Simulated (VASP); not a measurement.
Input of a VASP 6.6.1 run:

Contents of POSCAR:

```
MgS
1.0
    0.0000000000      2.5664882573      2.5664882573
    2.5664882573      0.0000000000      2.5664882573
    2.5664882573      2.5664882573      0.0000000000
S Mg
1 1
Direct
    0.5000000000      0.5000000000      0.5000000000
    0.0000000000      0.0000000000      0.0000000000
```

The input INCAR.step1:

```
  ALGO = Normal
  EDIFF = 1E-4
  ENCUT = 520
  GGA = PE
  ISMEAR = -1
  LASPH = True
  LCHARG = False
  LREAL = False
  LWAVE = True
  NBANDS = 11
  NELM = 80
  PREC = Accurate
  SIGMA = 0.05
```

INCAR.step2

```
  ALGO = Normal
  EDIFF = 1E-6
  ENCUT = 520
  ISIF = 2
  ISMEAR = -1
  ISTART = 1
  LASPH = True
  LCHARG = False
  LMIXTAU = True
  LREAL = False
  LWAVE = False
  METAGGA = R2SCAN
  NBANDS = 11
  NELM = 80
  PREC = Accurate
  SIGMA = 0.05
```

KPOINTS

```
k-points
0
Gamma
  9 9 9
```

Potentials or basis: VASP PAW PBE potentials, release 64 (S, Mg).

The run is started by

```bash
$ cat potpaw_PBE.64/S/POTCAR potpaw_PBE.64/Mg/POTCAR > POTCAR
$ cp INCAR.step1 INCAR
$ mpirun -np 1 vasp_std > vasp.out
$ cp INCAR.step2 INCAR
$ mpirun -np 1 vasp_std > vasp.out
```

**Question.** Estimate the pressure.

**Answer.** 3.0 GPa.

**Question.** Predict the band gap on the k mesh.

**Answer.** 3.65 eV, indirect (least direct gap 4.97 eV).

Caveat: the PAW data sets were made with another functional, which shifts forces and pressure a little. A k mesh can miss the band edges.
